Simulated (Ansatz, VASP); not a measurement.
## One calculation of Rb, two programs

```xyz
3
Lattice="2.5031 1.4452 11.8064 -2.5031 1.4452 11.8064 0.0000 -2.8904 11.8064" Properties=species:S:1:pos:R:3 pbc="T T T"
Rb    0.0000    0.0000    0.0000
Rb    0.0000    0.0000   27.6216
Rb    0.0000    0.0000    7.7977
```

Alike in both runs: task single point; functional PBE; k mesh 6 × 6 × 6; occupations gaussian, width 0.1 eV; no spin polarisation.

```csv
,VASP,Ansatz
version,VASP 6.6.1,Ansatz 0.2.0
potentials or method,"VASP PAW PBE potentials, release 64 (Rb_sv), cutoff 520 eV","scalar-relativistic, plane waves, PAW"
valence electrons in the cell,27,27
```

|  | VASP | Ansatz | Ansatz less VASP |
| --- | --- | --- | --- |
| gap on the k mesh at the Fermi level (eV) | none | none | - |
| pressure (GPa) | 0.2 | 0.2 | 0.00 |
| rms of the force components (eV/Å) | 0.024 | 0.024 | 0.0000 |

Atom by atom the forces differ by 0.000 eV/Å (rms over components). A gap of «none» marks a metal or a gap that the smearing closes.
